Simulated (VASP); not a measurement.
# Se (Fd-3m) in VASP: notebook

Se is run at these levels: LDA; tasks: relaxation of cell and atoms, single point.

All numbers are computed with VASP 6.6.1; they aren't measurements. Logs are shortened: lines on timing, memory, paths and dates and some standing lists are left out, and cuts for length are marked.

### 1 The cell of the first run

The structure is cubic, space group Fd-3m (No. 227). The conventional cell has a = 6.176 Å, b = 6.176 Å, c = 6.176 Å, α = 90.00°, β = 90.00°, γ = 90.00°. Se (site symmetry -43m) has 4 Se at 2.67 Å within 3.5 Å.

This isn't the form of Se at room conditions, which is trigonal, of chains.

### 2 Relaxation of cell and atoms, LDA

INCAR reads:

```
PREC = Accurate ; ENCUT = 600
EDIFF = 1E-6 ; ISMEAR = -1
SIGMA = 0.1 ; LREAL = False
LASPH = True ; NELM = 100
ALGO = Normal ; ISIF = 3
LWAVE = False ; LCHARG = False
GGA = CA ; IBRION = 2
NSW = 80 ; EDIFFG = -0.01
```

KPOINTS reads:

```
Automatic mesh
0
Gamma
  9 9 9
```

POSCAR reads:

```
Se
1.0
    0.0000000000      3.0878327507      3.0878327507
    3.0878327507      0.0000000000      3.0878327507
    3.0878327507      3.0878327507      0.0000000000
Se
2
Direct
    0.1250000000      0.1250000000      0.1250000000
    0.8750000000      0.8750000000      0.8750000000
```

Potentials or basis: VASP PAW LDA potentials, release 64 (Se).

Command:

```
> cat potpaw_LDA.64/Se/POTCAR > POTCAR
> mpirun -np 1 vasp_std > vasp.out
```

OUTCAR:

```text
PREC = Accurate
   ENCUT = 600
   EDIFF = 1E-6
   ISMEAR = -1
   LREAL = False
   LASPH = True
   NELM = 100
   ISIF = 3
   GGA = CA
   IBRION = 2
   NSW = 80
   EDIFFG = -0.01

 ion  position               nearest neighbor table
   1  0.125  0.125  0.125-   2 2.67   2 2.67   2 2.67   2 2.67
   2  0.875  0.875  0.875-   1 2.67   1 2.67   1 2.67   1 2.67

  LATTYP: Found a face centered cubic cell.
 ALAT       =     6.1756655014

  Lattice vectors:

 A1 = (   0.0000000000,   3.0878327507,   3.0878327507)
 A2 = (   3.0878327507,   0.0000000000,   3.0878327507)
 A3 = (   3.0878327507,   3.0878327507,   0.0000000000)

Analysis of symmetry for initial positions (statically):
=====================================================================
 Subroutine PRICEL returns:
 Original cell was already a primitive cell.

 Routine SETGRP: Setting up the symmetry group for a
 face centered cubic supercell.

 Subroutine GETGRP returns: Found 48 space group operations
 (whereof 12 operations were pure point group operations)
 out of a pool of 48 trial point group operations.

The static configuration has the point symmetry D_3d.
 The point group associated with its full space group is O_h .

Analysis of symmetry for dynamics (positions and initial velocities):
=====================================================================
 Subroutine PRICEL returns:
 Original cell was already a primitive cell.

 Routine SETGRP: Setting up the symmetry group for a
 face centered cubic supercell.

 Subroutine GETGRP returns: Found 48 space group operations
 (whereof 12 operations were pure point group operations)
 out of a pool of 48 trial point group operations.

The dynamic configuration has the point symmetry D_3d.
 The point group associated with its full space group is O_h .

 Subroutine INISYM returns: Found 48 space group operations
 (whereof 12 operations are pure point group operations),
 and found     1 'primitive' translations

----------------------------------------------------------------------------------------

                                     Primitive cell

  volume of cell :      58.8832

  direct lattice vectors                    reciprocal lattice vectors
     0.000000000  3.087832751  3.087832751    -0.161925869  0.161925869  0.161925869
     3.087832751  0.000000000  3.087832751     0.161925869 -0.161925869  0.161925869
     3.087832751  3.087832751  0.000000000     0.161925869  0.161925869 -0.161925869

  length of vectors
     4.366854954  4.366854954  4.366854954     0.280463831  0.280463831  0.280463831

  position of ions in fractional coordinates (direct lattice)
     0.125000000  0.125000000  0.125000000
     0.875000000  0.875000000  0.875000000

  ion indices of the primitive-cell ions
   primitive index   ion index
                 1           1
                 2           2

----------------------------------------------------------------------------------------

 KPOINTS: Automatic mesh

Automatic generation of k-mesh.
 Grid dimensions read from file:
 generate k-points for:    9    9    9

 Generating k-lattice:

  Cartesian coordinates                     Fractional coordinates (reciprocal lattice)
    -0.017991763  0.017991763  0.017991763     0.111111111  0.000000000  0.000000000
     0.017991763 -0.017991763  0.017991763     0.000000000  0.111111111  0.000000000
     0.017991763  0.017991763 -0.017991763     0.000000000  0.000000000  0.111111111

  Length of vectors
     0.031162648  0.031162648  0.031162648

  Shift w.r.t. Gamma in fractional coordinates (k-lattice)
     0.000000000  0.000000000  0.000000000

 Subroutine IBZKPT returns following result:
 ===========================================

 Found     35 irreducible k-points:

 Following reciprocal coordinates:
            Coordinates               Weight
  0.000000  0.000000  0.000000      1.000000
  0.111111  0.000000  0.000000      8.000000
  0.222222  0.000000  0.000000      8.000000
  0.333333  0.000000  0.000000      8.000000
  0.444444  0.000000  0.000000      8.000000
  0.111111  0.111111  0.000000      6.000000
[... 16 lines left out ...]
 -0.333333  0.333333  0.000000     12.000000
  0.444444  0.444444  0.000000      6.000000
 [... further k-points ...]
   k-points           NKPTS =     35   k-points in BZ     NKDIM =     35   number of bands    NBANDS=     10
   number of dos      NEDOS =    301   number of ions     NIONS =      2
   total plane-waves  NPLWV =  46656
   dimension x,y,z NGX =    36 NGY =   36 NGZ =   36
   dimension x,y,z NGXF=    72 NGYF=   72 NGZF=   72
   ions per type =               2
   NGX,Y,Z   is equivalent  to a cutoff of  13.71, 13.71, 13.71 a.u.
   NGXF,Y,Z  is equivalent  to a cutoff of  27.41, 27.41, 27.41 a.u.
 SYSTEM =  unknown system
   PREC   = accura    normal or accurate (medium, high low for compatibility)
   ISTART =      0    job   : 0-new  1-cont  2-samecut
   ICHARG =      2    charge: 1-file 2-atom 10-const
   ISPIN  =      1    spin polarized calculation?
   LNONCOLLINEAR =      F non collinear calculations
   LSORBIT =      F    spin-orbit coupling
   LASPH  =      T    aspherical Exc in radial PAW
   ENCUT  =  600.0 eV  44.10 Ry    6.64 a.u.   8.72  8.72  8.72*2*pi/ulx,y,z
   NELM   =    100;   NELMIN=  2; NELMDL= -5     # of ELM steps
   EDIFF  = 0.1E-05   stopping-criterion for ELM
   LREAL  =      F    real-space projection
   EDIFFG = -.1E-01   stopping-criterion for IOM
   NSW    =     80    number of steps for IOM
   IBRION =      2    ionic relax: 0-MD 1-quasi-New 2-CG
   NFREE  =      1    steps in history (QN), initial steepest desc. (CG)
   ISIF   =      3    stress and relaxation
   ISYM   =      2    0-nonsym 1-usesym 2-fastsym
   POTIM  = 0.5000    time-step for ionic-motion
   TEBEG  =    0.0;   TEEND  =   0.0 temperature during run
   PSTRESS=    0.0 pullay stress
   NELECT =      12.0000    total number of electrons
   NUPDOWN=      -1.0000    fix difference up-down
   EMIN   =  10.00;   EMAX   =-10.00  energy-range for DOS
   EFERMI =   0.00;   METHOD = LEGACY
   ISMEAR =    -1;   SIGMA  =   0.10  broadening in eV -4-tet -1-fermi 0-gaus
   EFERMI_NEDOS =   21; number of points for ismear=-14 and -15
   IALGO  =     38    algorithm
   IMIX   =      4    mixing-type and parameters
     AMIX     =   0.40;   BMIX     =  1.00
     AMIX_MAG =   1.60;   BMIX_MAG =  1.00
  volume/ion in A,a.u.               =      29.44       198.68
  Fermi-wavevector in a.u.,A,eV,Ry     =   0.963396  1.820554 12.627999  0.928132
  Thomas-Fermi vector in A             =   2.092938
   LORBIT       =      0    0 simple, 1 ext, 2 COOP (PROOUT), +10 PAW based schemes
   GGA     = CA    functional components
   LHFCALC =     F    Hartree Fock is set to
   AEXX    =    0.0000 exact exchange contribution
   IVDW    =     0    specifies the selected vdW correction
   LEPSILON=     F    determine dielectric tensor
   LRPA    =     F    only Hartree local field effects (RPA)
 conjugate gradient relaxation of ions
 non-spin polarized calculation
  energy-cutoff  :      600.00
  volume of cell :       58.88
 maximum number of plane-waves:      1989
   NGX = 17   NGY = 17   NGZ = 17

 number of electron      12.0000000 magnetization

 Free energy of the ion-electron system (eV)
  ---------------------------------------------------
  ext. energy  EPLUGINS =         0.00000000
  ---------------------------------------------------
  free energy    TOTEN  =        -7.23528573 eV

  energy without entropy =       -7.17868214  energy(sigma->0) =       -7.20698393

 E-fermi :   2.6095     XC(G=0):  -8.8130

 val. band max:        2.5808462082   @ k =  -0.1111   0.1111   0.0000
 cond. band min:       2.6486260076   @ k =   0.2222   0.1111   0.0000
 fundamental gap:      0.0677797994
 Fermi energy:         2.6095399559

 k-point     1 :       0.0000    0.0000    0.0000
  band No.  band energies     occupation
      1     -13.1272      2.00000
      2      -7.4474      2.00000
      3      -1.0120      2.00000
      4      -1.0120      2.00000
      5      -1.0120      2.00000
      6       1.7633      1.99958
      7       1.7633      1.99958
      8       1.7633      1.99958
      9       6.6977      0.00000
     10      10.1870      0.00000

 k-point     2 :       0.1111    0.0000    0.0000
  band No.  band energies     occupation
      1     -13.0390      2.00000
      2      -7.6861      2.00000
      3      -1.1327      2.00000
      4      -1.1327      2.00000
      5      -1.0631      2.00000
      6       1.9328      1.99770
      7       1.9438      1.99743
      8       1.9438      1.99743
      9       7.1328      0.00000
     10       9.8146      0.00000

 k-point     3 :       0.2222    0.0000    0.0000
  band No.  band energies     occupation
      1     -12.7874      2.00000
      2      -8.2838      2.00000
      3      -1.3870      2.00000
      4      -1.3870      2.00000
      5      -1.2655      2.00000
      6       2.3351      1.87922
      7       2.3351      1.87922
      8       2.5552      1.26514
      9       8.0472      0.00000
     10       9.4984      0.00000

 k-point     4 :       0.3333    0.0000    0.0000
  band No.  band energies     occupation
      1     -12.4258      2.00000
      2      -8.9929      2.00000
      3      -1.6200      2.00000
      4      -1.6200      2.00000
      5      -1.5323      2.00000
      6       2.6907      0.61529
      7       2.6907      0.61529
      8       3.5378      0.00019
      9       8.6340      0.00000
     10       9.7043      0.00000
[... 222 lines left out ...]
 k-point    22 :      -0.4444    0.3333    0.0000
  band No.  band energies     occupation
      1     -11.3763      2.00000
      2     -10.4225      2.00000
      3      -2.9988      2.00000
      4      -2.3920      2.00000
      5       0.3819      2.00000
      6       1.7420      1.99966
      7       4.3822      0.00000
      8       4.4106      0.00000
      9       7.9104      0.00000
     10       9.4283      0.00000

 k-point    23 :      -0.3333    0.3333    0.0000
  band No.  band energies     occupation
      1     -11.5064      2.00000
      2     -10.2697      2.00000
      3      -3.1468      2.00000
      4      -2.2030      2.00000
      5       0.2293      2.00000
      6       2.4949      1.51766
      7       3.9400      0.00000
      8       4.1351      0.00000
      9       7.6494      0.00000
     10       9.8639      0.00000

 k-point    24 :       0.4444    0.4444    0.0000
  band No.  band energies     occupation
      1     -11.3484      2.00000
      2     -10.4596      2.00000
      3      -2.5760      2.00000
      4      -2.5760      2.00000
      5       0.5196      2.00000
      6       0.5451      2.00000
      7       4.8995      0.00000
      8       4.8995      0.00000
      9       8.1722      0.00000
     10       9.3203      0.00000

 [... further k-points ...]

------------------------ aborting loop because EDIFF is reached ----------------------------------------

  FORCE on cell =-STRESS in cart. coord.  units (eV):
  Direction    XX          YY          ZZ          XY          YZ          ZX
  --------------------------------------------------------------------------------------
  -------------------------------------------------------------------------------------
  Total       -0.0067962     -0.0067962     -0.0067962      0.0000000      0.0000000      0.0000000
  in kB       -0.1849218     -0.1849218     -0.1849218      0.0000000      0.0000000      0.0000000
  external PRESSURE =      -0.1849218 kB  Pullay stress =       0.0000000 kB

 VOLUME and BASIS-vectors are now :
 -----------------------------------------------------------------------------
  energy-cutoff  :      600.00
  volume of cell :       58.88
      direct lattice vectors                 reciprocal lattice vectors
     0.000000000  3.087832751  3.087832751    -0.161925869  0.161925869  0.161925869
     3.087832751  0.000000000  3.087832751     0.161925869 -0.161925869  0.161925869
     3.087832751  3.087832751  0.000000000     0.161925869  0.161925869 -0.161925869

 POSITION                                       TOTAL-FORCE (eV/Angst)
 -----------------------------------------------------------------------------------
      0.77196      0.77196      0.77196        -0.000000      0.000000     -0.000000
      5.40371      5.40371      5.40371         0.000000     -0.000000      0.000000
 -----------------------------------------------------------------------------------
    total drift:                               -0.000000      0.000000      0.000000

  FREE ENERGIE OF THE ION-ELECTRON SYSTEM (eV)
  ---------------------------------------------------
  free  energy   TOTEN  =        -7.2352857277 eV

  energy  without entropy=       -7.1786821418  energy(sigma->0) =       -7.20698393

 reached required accuracy - stopping structural energy minimisation
```

Wall time 30 s (1 thread of Intel Xeon 8259CL, shared host); peak memory 0.17 GiB.

What came out:

```yaml
Free_energy: -7.2353 eV
Pressure_after_relaxing: 0.0 GPa
Band_gap_on_the_k_mesh: zero (bands 6 and 7 overlap by 1.11 eV)
```

Final structure:
```cif
data_structure
_symmetry_space_group_name_H-M 'P 1'
_symmetry_Int_Tables_number 1
_cell_length_a 4.3669
_cell_length_b 4.3669
_cell_length_c 4.3669
_cell_angle_alpha 60.000
_cell_angle_beta 60.000
_cell_angle_gamma 60.000
_cell_volume 58.88
loop_
_atom_site_label
_atom_site_type_symbol
_atom_site_fract_x
_atom_site_fract_y
_atom_site_fract_z
_atom_site_occupancy
Se1 Se 0.12500 0.12500 0.12500 1
Se2 Se 0.87500 0.87500 0.87500 1
```

Caveat: the relaxation stopped at its first step, so nothing moved.

### 3 Single point, LDA

This run uses another cell than the first one, of 29.33 Å³/atom.

INCAR reads:

```
SYSTEM = Se
  ALGO = Normal
  EDIFF = 1E-6
  ENCUT = 520
  ISIF = 2
  ISMEAR = -1
  LASPH = .TRUE.
  LCHARG = .FALSE.
  LREAL = .FALSE.
  LWAVE = .FALSE.
  NBANDS = 13
  NELM = 80
  PREC = Accurate
  SIGMA = 0.1
```

KPOINTS reads:

```
k-points
0
G
  15 15 15
  0 0 0
```

POSCAR reads:

```
Se
1.0
    0.0000000000      3.0840858748      3.0840858748
    3.0840858748      0.0000000000      3.0840858748
    3.0840858748      3.0840858748      0.0000000000
Se
2
Direct
    0.1250000000      0.1250000000      0.1250000000
    0.8750000000      0.8750000000      0.8750000000
```

Potentials or basis: VASP PAW LDA potentials, release 64 (Se).

Command:

```
> cat potpaw_LDA.64/Se/POTCAR > POTCAR
> mpirun -np 1 vasp_std > vasp.out
```

Run time: 74 s. Hardware: 1 thread of Intel Xeon 8259CL, shared host; peak memory 0.2 GiB.

The run converged. Its results:

* Free energy: -7.2363 eV
* Pressure: 0.1 GPa
* Band gap on the k mesh: zero (bands 6 and 7 overlap by 1.13 eV)

Levels at points of the mesh, in eV from the Fermi level:
```tsv
k point	band 2	band 3	band 4	band 5	band 6	band 7	band 8	band 9	band 10	band 11
(0.00, 0.00, 0.00)	-10.05	-3.64	-3.64	-3.64	-0.85	-0.85	-0.85	4.09	7.57	7.57
```

### 4 Single point, LDA, non-collinear spin, zero start, spin-orbit coupling

This run uses another cell than the first one, of 29.33 Å³/atom.

INCAR reads:

```
ALGO = Normal
EDIFF = 1E-6
ENCUT = 520
GGA = CA
GGA_COMPAT = False
ISIF = 2
ISMEAR = -1
LASPH = True
LCHARG = True
LNONCOLLINEAR = True
LORBIT = 11
LORBMOM = True
LREAL = False
LSORBIT = True
LVHAR = True
LWAVE = False
MAGMOM = 0 0 0 0 0 0
NBANDS = 24
NELM = 150
PREC = Accurate
SIGMA = 0.1
```

KPOINTS reads:

```
k-points
0
Gamma
  9 9 9
```

POSCAR is that of step 3.

Command:

```
> cat potpaw_LDA.64/Se/POTCAR > POTCAR
> mpirun -np 1 vasp_ncl > vasp.out
```

Run time: 1.8 min. Hardware: 1 thread of Intel Xeon 8259CL, shared host; peak memory 0.27 GiB.

Results (log left out):

```yaml
Free_energy: -7.2961 eV
Pressure: 0.3 GPa
Net_moment: 0.00 μB per cell
Valence_electrons_inside_the_program's_atomic_spheres: Se 3.68
```

Moments on the atoms (μB; x, y, z):
```
Se  0.00 0.00 0.00
Se  0.00 0.00 0.00
```

### 5 Summary

| task | spin | cell | k mesh | cutoff (eV) | gap on the mesh (eV) | pressure (GPa) |
| --- | --- | --- | --- | --- | --- | --- |
| relaxation of cell and atoms | off | relaxed from a = 4.367 Å, angles 60.0°, 2 atoms | 9 × 9 × 9 | 600 | none | 0.0 |
| single point | off | a = 4.362 Å, angles 60.0°, 2 atoms | 15 × 15 × 15 | 520 | none | 0.1 |
| single point | non-collinear, zero start, SOC | a = 4.362 Å, angles 60.0°, 2 atoms | 9 × 9 × 9 | 520 | - | 0.3 |

Alike in all rows: level LDA; potentials or basis VASP PAW LDA potentials, release 64 (Se); smearing fermi-dirac 0.1 eV.

Caveats: the relaxation stopped at its first step, so nothing moved (at least some runs).

Absolute energies hang on the potentials; compare differences alone.

The gap in the log of VASP goes by the Fermi energy; the results here count the filled bands.